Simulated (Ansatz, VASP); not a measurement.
# KC in VASP and in Ansatz

```
CELL_PARAMETERS angstrom
4.03746 0.00000 0.00000
0.00000 4.03746 0.00000
0.00000 0.00000 6.18513
ATOMIC_POSITIONS crystal
K 0.50000 0.50000 0.50000
K 0.50000 0.50000 0.00000
C 0.00000 0.00000 0.60248
C 0.00000 0.00000 0.39752
```

Change from the starting cell: species swapped into the VIr type (Cmmm, No. 65).

Alike in both runs: functional PBE; k mesh 8 × 8 × 6; occupations gaussian, width 0.02 eV; no spin polarisation.

Ansatz relaxed the structure, and its values are those at the end. VASP's run is a single point on that final structure, the one shown.

|  | VASP | Ansatz |
| --- | --- | --- |
| version | VASP 6.6.1 | Ansatz 0.2.0 |
| potentials or method | VASP PAW PBE potentials, release 64 (K_sv, C), cutoff 520 eV | scalar-relativistic, plane waves, PAW |
| valence electrons in the cell | 26 | 26 |

```csv
,VASP,Ansatz,Ansatz less VASP
gap on the k mesh at the Fermi level (eV),2.48,2.49,+0.005
least direct gap on the mesh (eV),2.82,2.83,+0.003
pressure (GPa),0.1,0.0,-0.13
rms of the force components (eV/Å),0.048,0.000,-0.0482
```

The functional is the same, so the differences come from potentials, cutoffs and numerics.
